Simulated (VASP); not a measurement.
Here is a VASP 6.6.1 calculation.

File INCAR:

```
SYSTEM = SiBr6
PREC = Accurate
ENCUT = 520
EDIFF = 1E-6
ISMEAR = 0
SIGMA = 0.1
LREAL = .FALSE.
LASPH = .TRUE.
NELM = 80
ALGO = Normal
ISIF = 2
LWAVE = .FALSE.
LCHARG = .FALSE.
GGA = PE
NBANDS = 32
```

File KPOINTS:

```
regular mesh
0
G
  6 6 6
  0 0 0
```

POSCAR

```
SiBr6
1.0
    7.7026319296      0.0000000000      0.0000000000
    0.0000000000      7.7026319296      0.0000000000
    0.0000000000      0.0000000000      7.7026319296
Si Br
1 6
Direct
    0.0000000000      0.0000000000      0.0000000000
    0.5000000000      0.5000000000      0.1541648792
    0.5000000000      0.5000000000      0.8458351208
    0.1541648792      0.5000000000      0.5000000000
    0.8458351208      0.5000000000      0.5000000000
    0.5000000000      0.1541648792      0.5000000000
    0.5000000000      0.8458351208      0.5000000000
```

Potentials or basis: VASP PAW PBE potentials, release 64 (Si, Br).

Launch:

```console
$ cat potpaw_PBE.64/Si/POTCAR potpaw_PBE.64/Br/POTCAR > POTCAR
$ mpirun -np 1 vasp_std > vasp.out
```

Problem. Predict the band gap on the k mesh.

Solution. Zero (band 23 reaches -2.06 eV, above the bottom of band 24 at -2.08 eV).

Problem. What does it give for the pressure?

Solution. 0.0 GPa.

Forces on the atoms (eV/Å):
```
Si   0.000  0.000  0.000
Br   0.000  0.000  0.002
Br   0.000  0.000 -0.002
Br   0.002  0.000  0.000
Br  -0.002  0.000  0.000
Br   0.000  0.002  0.000
Br   0.000 -0.002  0.000
```
